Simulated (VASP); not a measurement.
Rb:

```
CELL_PARAMETERS angstrom
0.00000 3.63989 3.63989
3.63989 0.00000 3.63989
3.63989 3.63989 0.00000
ATOMIC_POSITIONS crystal
Rb 0.00000 0.00000 0.00000
```

| Quantity | Value |
| --- | --- |
| Program | VASP 6.6.1 |
| Task | relaxation of cell and atoms |
| Functional | LDA |
| Potentials or basis | VASP PAW LDA potentials, release 64 (Rb_sv) |
| Cutoff | 600 eV |
| k mesh | 7 × 7 × 7 |
| Occupations | fermi-dirac, width 0.15 eV |
| Spin | no spin polarisation |

At the start: pressure -0.5 GPa; volume 96.45 Å³/atom.

Problem. Where does the relaxation end?

Solution. Over 5 steps the energy falls by 34.2 meV/atom and the volume is 78.52 Å³/atom (-18.6 %); space group Fm-3m (No. 225, to 0.05 Å).

Step by step:
```
step  energy change (eV)  largest force (eV/Å)  pressure (GPa)  volume (Å³)
   1              0.0000                0.0000           -0.49        96.45
   2             -0.0118                0.0000           -0.43        92.36
   3             -0.0305                0.0000           -0.21        83.35
   4             -0.0143                0.0000            0.67        67.11
   5             -0.0342                0.0000           -0.03        78.52
```

Final structure:
```cif
data_structure
_symmetry_space_group_name_H-M 'P 1'
_symmetry_Int_Tables_number 1
_cell_length_a 4.8066
_cell_length_b 4.8066
_cell_length_c 4.8066
_cell_angle_alpha 60.000
_cell_angle_beta 60.000
_cell_angle_gamma 60.000
_cell_volume 78.52
loop_
_atom_site_label
_atom_site_type_symbol
_atom_site_fract_x
_atom_site_fract_y
_atom_site_fract_z
_atom_site_occupancy
Rb1 Rb 0.00000 0.00000 0.00000 1
```

Caveat: the volume moved by over 15 % at a fixed basis, so the end points are rough.
